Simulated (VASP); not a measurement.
# KTaO3 (Pm-3m) in VASP: a series of runs

The runs below take KTaO3 through single point, with PBE.

Everything below comes from runs of VASP 6.6.1. Logs are shortened: lines on timing, memory, paths and dates and some standing lists are left out, and cuts for length are marked.

### 1 The cell of the first run

Symmetry: Pm-3m, No. 221, cubic system. Conventional cell: a = 3.942 Å, b = 3.942 Å, c = 3.942 Å, α = 90.00°, β = 90.00°, γ = 90.00°. Within 3.7 Å of K (site symmetry m-3m) lie 12 O at 2.79 Å and 8 Ta at 3.41 Å. Within 2.6 Å of Ta (site symmetry m-3m) lie 6 O at 1.97 Å. O (site symmetry 4/mmm) has 2 Ta at 1.97 Å within 2.6 Å.

### 2 Single point, PBE (volume scaled by 0.94)

Input file INCAR:

```
SYSTEM = KTaO3
PREC = Accurate
ENCUT = 520
EDIFF = 1E-6
ISMEAR = 0
SIGMA = 0.02
LREAL = .False.
LASPH = .True.
NELM = 60
ALGO = Normal
ISIF = 2
LWAVE = .False.
LCHARG = .True.
GGA = PE
LELF = .True.
LVHAR = .True.
NBANDS = 27
```

Input file KPOINTS:

```
regular mesh
0
Gamma
  8 8 8
  0 0 0
```

Input file POSCAR:

```
KTaO3
1.0
    3.9422273881      0.0000000000      0.0000000000
    0.0000000000      3.9422273881      0.0000000000
    0.0000000000      0.0000000000      3.9422273881
K Ta O
1 1 3
Direct
    0.5000000000      0.5000000000      0.5000000000
    0.0000000000      0.0000000000      0.0000000000
    0.5000000000      0.0000000000      0.0000000000
    0.0000000000      0.5000000000      0.0000000000
    0.0000000000      0.0000000000      0.5000000000
```

Potentials or basis: VASP PAW PBE potentials, release 64 (K_sv, Ta_pv, O).

Run with:

```
$ cat potpaw_PBE.64/K_sv/POTCAR potpaw_PBE.64/Ta_pv/POTCAR potpaw_PBE.64/O/POTCAR > POTCAR
$ mpirun -np 1 vasp_std > vasp.out
```

OUTCAR:

```text
SYSTEM = KTaO3
   PREC = Accurate
   ENCUT = 520
   EDIFF = 1E-6
   ISMEAR = 0
   LREAL = .False.
   LASPH = .True.
   NELM = 60
   ISIF = 2
   GGA = PE

 ion  position               nearest neighbor table
   1  0.500  0.500  0.500-   3 2.79   4 2.79   5 2.79   3 2.79   4 2.79   3 2.79   5 2.79   3 2.79
                             4 2.79   5 2.79   4 2.79   5 2.79   2 3.41   2 3.41   2 3.41   2 3.41
   2  0.000  0.000  0.000-   3 1.97   4 1.97   5 1.97   5 1.97   4 1.97   3 1.97   1 3.41   1 3.41
                             1 3.41   1 3.41   1 3.41   1 3.41   1 3.41   1 3.41
   3  0.500  0.000  0.000-   2 1.97   2 1.97   1 2.79   1 2.79   1 2.79   1 2.79
   4  0.000  0.500  0.000-   2 1.97   2 1.97   1 2.79   1 2.79   1 2.79   1 2.79
   5  0.000  0.000  0.500-   2 1.97   2 1.97   1 2.79   1 2.79   1 2.79   1 2.79

  LATTYP: Found a simple cubic cell.
 ALAT       =     3.9422273881

  Lattice vectors:

 A1 = (   3.9422273881,   0.0000000000,   0.0000000000)
 A2 = (   0.0000000000,   3.9422273881,   0.0000000000)
 A3 = (   0.0000000000,   0.0000000000,   3.9422273881)

Analysis of symmetry for initial positions (statically):
=====================================================================
 Subroutine PRICEL returns:
 Original cell was already a primitive cell.

 Routine SETGRP: Setting up the symmetry group for a
 simple cubic supercell.

 Subroutine GETGRP returns: Found 48 space group operations
 (whereof 48 operations were pure point group operations)
 out of a pool of 48 trial point group operations.

The static configuration has the point symmetry O_h .

Analysis of symmetry for dynamics (positions and initial velocities):
=====================================================================
 Subroutine PRICEL returns:
 Original cell was already a primitive cell.

 Routine SETGRP: Setting up the symmetry group for a
 simple cubic supercell.

 Subroutine GETGRP returns: Found 48 space group operations
 (whereof 48 operations were pure point group operations)
 out of a pool of 48 trial point group operations.

The dynamic configuration has the point symmetry O_h .

 Subroutine INISYM returns: Found 48 space group operations
 (whereof 48 operations are pure point group operations),
 and found     1 'primitive' translations

----------------------------------------------------------------------------------------

                                     Primitive cell

  volume of cell :      61.2668

  direct lattice vectors                    reciprocal lattice vectors
     3.942227388  0.000000000  0.000000000     0.253663704  0.000000000  0.000000000
     0.000000000  3.942227388  0.000000000     0.000000000  0.253663704  0.000000000
     0.000000000  0.000000000  3.942227388     0.000000000  0.000000000  0.253663704

  length of vectors
     3.942227388  3.942227388  3.942227388     0.253663704  0.253663704  0.253663704

  position of ions in fractional coordinates (direct lattice)
     0.500000000  0.500000000  0.500000000
     0.000000000  0.000000000  0.000000000
     0.500000000  0.000000000  0.000000000
     0.000000000  0.500000000  0.000000000
     0.000000000  0.000000000  0.500000000

  ion indices of the primitive-cell ions
   primitive index   ion index
                 1           1
                 2           2
                 3           3
                 4           4
                 5           5

----------------------------------------------------------------------------------------

 KPOINTS: regular mesh

Automatic generation of k-mesh.
 Grid dimensions read from file:
 generate k-points for:    8    8    8

 Generating k-lattice:

  Cartesian coordinates                     Fractional coordinates (reciprocal lattice)
     0.031707963  0.000000000  0.000000000     0.125000000  0.000000000  0.000000000
     0.000000000  0.031707963  0.000000000     0.000000000  0.125000000  0.000000000
     0.000000000  0.000000000  0.031707963     0.000000000  0.000000000  0.125000000

  Length of vectors
     0.031707963  0.031707963  0.031707963

  Shift w.r.t. Gamma in fractional coordinates (k-lattice)
     0.000000000  0.000000000  0.000000000

 Subroutine IBZKPT returns following result:
 ===========================================

 Found     35 irreducible k-points:

 Following reciprocal coordinates:
            Coordinates               Weight
  0.000000  0.000000  0.000000      1.000000
  0.125000  0.000000  0.000000      6.000000
  0.250000  0.000000  0.000000      6.000000
  0.375000  0.000000  0.000000      6.000000
  0.500000  0.000000  0.000000      3.000000
  0.125000  0.125000  0.000000     12.000000
[... 16 lines left out ...]
  0.375000  0.375000  0.125000     24.000000
  0.500000  0.375000  0.125000     24.000000
 [... further k-points ...]
   k-points           NKPTS =     35   k-points in BZ     NKDIM =     35   number of bands    NBANDS=     27
   number of dos      NEDOS =    301   number of ions     NIONS =      5
   total plane-waves  NPLWV =  27000
   dimension x,y,z NGX =    30 NGY =   30 NGZ =   30
   dimension x,y,z NGXF=    60 NGYF=   60 NGZF=   60
   ions per type =               1   1   3
   NGX,Y,Z   is equivalent  to a cutoff of  12.65, 12.65, 12.65 a.u.
   NGXF,Y,Z  is equivalent  to a cutoff of  25.30, 25.30, 25.30 a.u.
 SYSTEM =  KTaO3
   PREC   = accura    normal or accurate (medium, high low for compatibility)
   ISTART =      0    job   : 0-new  1-cont  2-samecut
   ICHARG =      2    charge: 1-file 2-atom 10-const
   ISPIN  =      1    spin polarized calculation?
   LNONCOLLINEAR =      F non collinear calculations
   LSORBIT =      F    spin-orbit coupling
   LASPH  =      T    aspherical Exc in radial PAW
   ENCUT  =  520.0 eV  38.22 Ry    6.18 a.u.   7.33  7.33  7.33*2*pi/ulx,y,z
   NELM   =     60;   NELMIN=  2; NELMDL= -5     # of ELM steps
   EDIFF  = 0.1E-05   stopping-criterion for ELM
   LREAL  =      F    real-space projection
   EDIFFG = 0.1E-04   stopping-criterion for IOM
   NSW    =      0    number of steps for IOM
   IBRION =     -1    ionic relax: 0-MD 1-quasi-New 2-CG
   NFREE  =      0    steps in history (QN), initial steepest desc. (CG)
   ISIF   =      2    stress and relaxation
   ISYM   =      2    0-nonsym 1-usesym 2-fastsym
   POTIM  = 0.5000    time-step for ionic-motion
   TEBEG  =    0.0;   TEEND  =   0.0 temperature during run
   PSTRESS=    0.0 pullay stress
   NELECT =      38.0000    total number of electrons
   NUPDOWN=      -1.0000    fix difference up-down
   EMIN   =  10.00;   EMAX   =-10.00  energy-range for DOS
   EFERMI =   0.00;   METHOD = LEGACY
   ISMEAR =     0;   SIGMA  =   0.02  broadening in eV -4-tet -1-fermi 0-gaus
   EFERMI_NEDOS =   21; number of points for ismear=-14 and -15
   IALGO  =     38    algorithm
   IMIX   =      4    mixing-type and parameters
     AMIX     =   0.40;   BMIX     =  1.00
     AMIX_MAG =   1.60;   BMIX_MAG =  1.00
  volume/ion in A,a.u.               =      12.25        82.69
  Fermi-wavevector in a.u.,A,eV,Ry     =   1.396136  2.638314 26.520414  1.949195
  Thomas-Fermi vector in A             =   2.519520
   LORBIT       =      0    0 simple, 1 ext, 2 COOP (PROOUT), +10 PAW based schemes
   GGA     = PE    functional components
   LHFCALC =     F    Hartree Fock is set to
   AEXX    =    0.0000 exact exchange contribution
   IVDW    =     0    specifies the selected vdW correction
   LEPSILON=     F    determine dielectric tensor
   LRPA    =     F    only Hartree local field effects (RPA)
 non-spin polarized calculation
 Gauss-broadening in eV      SIGMA  =   0.02
  energy-cutoff  :      520.00
  volume of cell :       61.27
 maximum number of plane-waves:      1671
 NGX is ok and might be reduce to    30
   NGX = 15   NGY = 15   NGZ = 15

 number of electron      37.9999989 magnetization

 Free energy of the ion-electron system (eV)
  ---------------------------------------------------
  ext. energy  EPLUGINS =         0.00000000
  ---------------------------------------------------
  free energy    TOTEN  =       -40.89148973 eV

  energy without entropy =      -40.89148973  energy(sigma->0) =      -40.89148973

 E-fermi :   2.2487     XC(G=0): -11.0566

 val. band max:        2.0451979515   @ k =   0.5000   0.5000   0.5000
 cond. band min:       4.2963318684   @ k =   0.0000   0.0000   0.0000
 fundamental gap:      2.2511339169
 Fermi energy:         2.2487187945

 k-point     1 :       0.0000    0.0000    0.0000
  band No.  band energies     occupation
      1     -31.9220      2.00000
      2     -31.9220      2.00000
      3     -31.9220      2.00000
      4     -25.2514      2.00000
      5     -15.6342      2.00000
      6     -14.9190      2.00000
[... 19 lines left out ...]
     26      10.1041      0.00000
     27      10.1041      0.00000

 k-point     2 :       0.1250    0.0000    0.0000
  band No.  band energies     occupation
      1     -31.9380      2.00000
      2     -31.9213      2.00000
      3     -31.9213      2.00000
      4     -25.2464      2.00000
      5     -15.5875      2.00000
      6     -14.9154      2.00000
[... 19 lines left out ...]
     26      10.3109      0.00000
     27      10.3665      0.00000

 k-point     3 :       0.2500    0.0000    0.0000
  band No.  band energies     occupation
      1     -31.9765      2.00000
      2     -31.9199      2.00000
      3     -31.9199      2.00000
      4     -25.2343      2.00000
      5     -15.5381      2.00000
      6     -14.9065      2.00000
[... 594 lines left out ...]
      1     -32.0092      2.00000
      2     -32.0087      2.00000
      3     -31.9306      2.00000
      4     -25.2036      2.00000
      5     -15.0465      2.00000
      6     -14.1642      2.00000
[... 19 lines left out ...]
     26      12.8527      0.00000
     27      12.9465      0.00000

 k-point    24 :       0.5000    0.3750    0.1250
  band No.  band energies     occupation
      1     -32.0243      2.00000
      2     -32.0082      2.00000
      3     -31.9300      2.00000
      4     -25.2009      2.00000
      5     -15.0223      2.00000
      6     -14.1430      2.00000
[... 19 lines left out ...]
     26      12.9336      0.00000
     27      13.0569      0.00000

 [... further k-points ...]

------------------------ aborting loop because EDIFF is reached ----------------------------------------

  FORCE on cell =-STRESS in cart. coord.  units (eV):
  Direction    XX          YY          ZZ          XY          YZ          ZX
  --------------------------------------------------------------------------------------
  -------------------------------------------------------------------------------------
  Total        5.4261089      5.4261089      5.4261089     -0.0000000     -0.0000000      0.0000000
  in kB      141.8972810    141.8972810    141.8972810     -0.0000000     -0.0000000      0.0000000
  external PRESSURE =     141.8972810 kB  Pullay stress =       0.0000000 kB

 VOLUME and BASIS-vectors are now :
 -----------------------------------------------------------------------------
  energy-cutoff  :      520.00
  volume of cell :       61.27
      direct lattice vectors                 reciprocal lattice vectors
     3.942227388  0.000000000  0.000000000     0.253663704  0.000000000  0.000000000
     0.000000000  3.942227388  0.000000000     0.000000000  0.253663704  0.000000000
     0.000000000  0.000000000  3.942227388     0.000000000  0.000000000  0.253663704

 POSITION                                       TOTAL-FORCE (eV/Angst)
 -----------------------------------------------------------------------------------
      1.97111      1.97111      1.97111         0.000000      0.000000      0.000000
      0.00000      0.00000      0.00000         0.000000      0.000000      0.000000
      1.97111      0.00000      0.00000         0.000000      0.000000      0.000000
      0.00000      1.97111      0.00000         0.000000      0.000000      0.000000
      0.00000      0.00000      1.97111         0.000000      0.000000      0.000000
 -----------------------------------------------------------------------------------
    total drift:                                0.000000     -0.000000      0.000000

  FREE ENERGIE OF THE ION-ELECTRON SYSTEM (eV)
  ---------------------------------------------------
  free  energy   TOTEN  =       -40.8914897312 eV

  energy  without entropy=      -40.8914897312  energy(sigma->0) =      -40.89148973
```

Wall time 70 s (1 thread of Intel Xeon Platinum 8375C at 2.90GHz (Ice Lake), shared host); peak memory 0.2 GiB.

Results:

* Free energy: -40.8915 eV
* Pressure: 14.2 GPa
* Band gap on the k mesh: 2.25 eV, indirect (least direct gap 2.85 eV)

Caveat: spin-orbit coupling is left out, which moves the levels of the heavy elements. A k mesh can miss the band edges.

### 3 Single point, PBE (volume scaled by 1.03)

Input file INCAR:

```
SYSTEM = KTaO3
ALGO = Normal ; EDIFF = 1E-6
ENCUT = 520 ; GGA = PE
ISIF = 2 ; ISMEAR = 0
LASPH = .True. ; LCHARG = .True.
LELF = .True. ; LREAL = .False.
LVHAR = .True. ; LWAVE = .False.
NBANDS = 27 ; NELM = 60
PREC = Accurate ; SIGMA = 0.02
```

Input file KPOINTS:

```
k-points
0
Gamma
  8 8 8
  0 0 0
```

Edit POSCAR of step 2 so:

```diff
@@ -2,5 +2,5 @@
 1.0
-    3.9422273881      0.0000000000      0.0000000000
-    0.0000000000      3.9422273881      0.0000000000
-    0.0000000000      0.0000000000      3.9422273881
+    4.0642286019      0.0000000000      0.0000000000
+    0.0000000000      4.0642286019      0.0000000000
+    0.0000000000      0.0000000000      4.0642286019
 K Ta O
```

Potentials or basis: VASP PAW PBE potentials, release 64 (K_sv, Ta_pv, O).

Run with:

```
$ cat potpaw_PBE.64/K_sv/POTCAR potpaw_PBE.64/Ta_pv/POTCAR potpaw_PBE.64/O/POTCAR > POTCAR
$ mpirun -np 1 vasp_std > vasp.out
```

Wall time 72 s (1 thread of Intel Xeon Platinum 8375C at 2.90GHz (Ice Lake), shared host); peak memory 0.2 GiB.

It converged, with:

| Item | Value |
| --- | --- |
| Free energy | -41.0438 eV |
| Pressure | -4.7 GPa |
| Band gap on the k mesh | 2.05 eV, indirect (least direct gap 2.69 eV) |

Levels at points of the mesh, in eV from the valence-band top:
| k point | band 15 | band 16 | band 17 | band 18 | band 19 | band 20 | band 21 | band 22 | band 23 | band 24 |
| --- | --- | --- | --- | --- | --- | --- | --- | --- | --- | --- |
| (0.00, 0.00, 0.00) | -0.97 | -0.97 | -0.64 | -0.64 | -0.64 | 2.05 | 2.05 | 2.05 | 6.12 | 6.12 |
| (0.50, 0.00, 0.00) | -2.30 | -2.02 | -1.38 | -0.84 | -0.84 | 2.18 | 4.65 | 4.65 | 6.16 | 7.72 |
| (0.50, 0.50, 0.00) | -2.63 | -1.75 | -1.36 | -1.36 | -0.04 | 4.68 | 4.68 | 5.87 | 6.95 | 9.86 |
| (0.50, 0.50, 0.50) | -3.72 | -3.72 | 0.00 | 0.00 | 0.00 | 5.97 | 5.97 | 5.97 | 8.75 | 8.75 |

Caveat: spin-orbit coupling is left out, which moves the levels of the heavy elements. A k mesh can miss the band edges.

### 4 Single point, PBE (volume scaled by 1.06)

Input file INCAR:

```
ALGO = Normal
EDIFF = 1E-6
ENCUT = 520
GGA = PE
ISIF = 2
ISMEAR = 0
LASPH = T
LCHARG = F
LREAL = F
LWAVE = F
NBANDS = 27
NELM = 100
PREC = Accurate
SIGMA = 0.02
```

Input file KPOINTS:

```
k-points
0
Gamma
  8 8 8
```

Edit POSCAR of step 3 so:

```diff
@@ -2,5 +2,5 @@
 1.0
-    4.0642286019      0.0000000000      0.0000000000
-    0.0000000000      4.0642286019      0.0000000000
-    0.0000000000      0.0000000000      4.0642286019
+    4.1033101205      0.0000000000      0.0000000000
+    0.0000000000      4.1033101205      0.0000000000
+    0.0000000000      0.0000000000      4.1033101205
 K Ta O
```

Run with:

```
$ cat potpaw_PBE.64/K_sv/POTCAR potpaw_PBE.64/Ta_pv/POTCAR potpaw_PBE.64/O/POTCAR > POTCAR
$ mpirun -np 1 vasp_std > vasp.out
```

It took 68 s on 1 thread of Intel Xeon Platinum 8375C at 2.90GHz (Ice Lake), shared host; peak memory 0.21 GiB.

The run converged. Its results:

```
Free energy            : -40.9603 eV
Pressure               : -9.2 GPa
Band gap on the k mesh : 1.98 eV, indirect (least direct gap 2.62 eV)
```

Levels at points of the mesh, in eV from the valence-band top:
```csv
k point,band 15,band 16,band 17,band 18,band 19,band 20,band 21,band 22,band 23,band 24
"(0.00, 0.00, 0.00)",-0.93,-0.93,-0.64,-0.64,-0.64,1.98,1.98,1.98,5.82,5.82
"(0.50, 0.00, 0.00)",-2.30,-1.96,-1.31,-0.83,-0.83,2.10,4.47,4.47,5.85,7.34
"(0.50, 0.50, 0.00)",-2.54,-1.79,-1.33,-1.33,-0.03,4.50,4.50,5.64,6.60,9.75
"(0.50, 0.50, 0.50)",-3.63,-3.63,0.00,0.00,0.00,5.73,5.73,5.73,8.66,8.66
```

Caveat: spin-orbit coupling is left out, which moves the levels of the heavy elements. A k mesh can miss the band edges.

### 5 Summary

| cell | gap on the mesh (eV) | pressure (GPa) |
| --- | --- | --- |
| a = 3.942 Å, 5 atoms | 2.25 | 14.2 |
| a = 4.064 Å, 5 atoms | 2.05 | -4.7 |
| a = 4.103 Å, 5 atoms | 1.98 | -9.2 |

Alike in all rows: task single point; level PBE; potentials or basis VASP PAW PBE potentials, release 64 (K_sv, Ta_pv, O); no spin polarisation; k mesh 8 × 8 × 8; cutoff (eV) 520; smearing gaussian 0.02 eV.

Caveats: spin-orbit coupling is left out, which moves the levels of the heavy elements.

Absolute energies hang on the potentials; compare differences alone.
